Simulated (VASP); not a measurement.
Set up this calculation in VASP 6.6.1, as the native input.

```
Task                   : single point
Functional             : PBEsol
Potentials or basis    : VASP PAW PBE potentials, release 64 (Zn, Se)
Cutoff                 : 500 eV
k mesh                 : 8 × 8 × 8
Occupations            : gaussian, width 0.02 eV
Spin                   : no spin polarisation
Dipole correction      : no
Further INCAR settings : ALGO = Normal; EDIFF = 1e-06; NBANDS = 16
```

The structure of ZnSe (sol) lies in POSCAR:

```
ZnSe
1.0
    0.0000000000      2.8167021548      2.8167021548
    2.8167021548      0.0000000000      2.8167021548
    2.8167021548      2.8167021548      0.0000000000
Zn Se
1 1
Direct
    0.0000000000      0.0000000000      0.0000000000
    0.2500000000      0.2500000000      0.2500000000
```

One way to write it, as run:

INCAR

```
ALGO = Normal
EDIFF = 1E-6
ENCUT = 500
GGA = PS
GGA_COMPAT = F
ISIF = 2
ISMEAR = 0
LASPH = T
LCHARG = F
LREAL = F
LWAVE = F
NBANDS = 16
NELM = 120
PREC = Accurate
SIGMA = 0.02
```

KPOINTS

```
k-points
0
Gamma
  8 8 8
```

Potentials or basis: VASP PAW PBE potentials, release 64 (Zn, Se).

Run with:

```console
$ cat potpaw_PBE.64/Zn/POTCAR potpaw_PBE.64/Se/POTCAR > POTCAR
$ mpirun -np 1 vasp_std > vasp.out
```

It gave:

```yaml
Pressure: 0.3 GPa
Band_gap_on_the_k_mesh: 1.24 eV, direct
```

Caveat: the PAW data sets were made with another functional, which shifts forces and pressure a little.

Wall time 15 s on 1 thread of Intel Xeon 6975P-C, on a shared host, peak memory 0.18 GiB.
